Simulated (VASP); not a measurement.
Here is a VASP 6.6.1 calculation.

The input POSCAR:

```
TaRu
1.0
    3.1287378402      0.0000000000      0.0000000000
    0.0000000000      3.1287378402      0.0000000000
    0.0000000000      0.0000000000      3.1287378402
Ta Ru
1 1
Direct
    0.5000000000      0.5000000000      0.5000000000
    0.0000000000      0.0000000000      0.0000000000
```

The input INCAR.step1:

```
SYSTEM = TaRu
  PREC = Accurate
  ENCUT = 660
  ISMEAR = 1
  SIGMA = 0.1
  LREAL = .False.
  LASPH = .True.
  NELM = 120
  NBANDS = 22
  GGA = PE
  ALGO = Normal
  EDIFF = 1E-5
  LWAVE = .True.
  LCHARG = .False.
  GGA_COMPAT = .False.
```

Contents of INCAR.step2:

```
SYSTEM = TaRu
  PREC = Accurate
  ENCUT = 660
  EDIFF = 1E-6
  ISMEAR = 1
  SIGMA = 0.1
  LREAL = .False.
  LASPH = .True.
  NELM = 120
  ALGO = Normal
  ISIF = 2
  LWAVE = .False.
  LCHARG = .False.
  METAGGA = R2SCAN
  LMIXTAU = .True.
  NBANDS = 22
  ISTART = 1
  GGA_COMPAT = .False.
```

File KPOINTS:

```
Automatic mesh
0
Gamma
  4 4 4
  0.5 0.5 0.5
```

Potentials or basis: VASP PAW PBE potentials, release 64 (Ta_sv_GW, Ru_sv).

Command:

```bash
$ cat potpaw_PBE.64/Ta_sv_GW/POTCAR potpaw_PBE.64/Ru_sv/POTCAR > POTCAR
$ cp INCAR.step1 INCAR
$ mpirun -np 1 vasp_std > vasp.out
$ cp INCAR.step2 INCAR
$ mpirun -np 1 vasp_std > vasp.out
```

**Question.** Estimate the pressure.

**Answer.** 4.7 GPa.

Caveat: the k points lie up to 0.50 Å⁻¹ apart; the PAW data sets were made with another functional, which shifts forces and pressure a little.
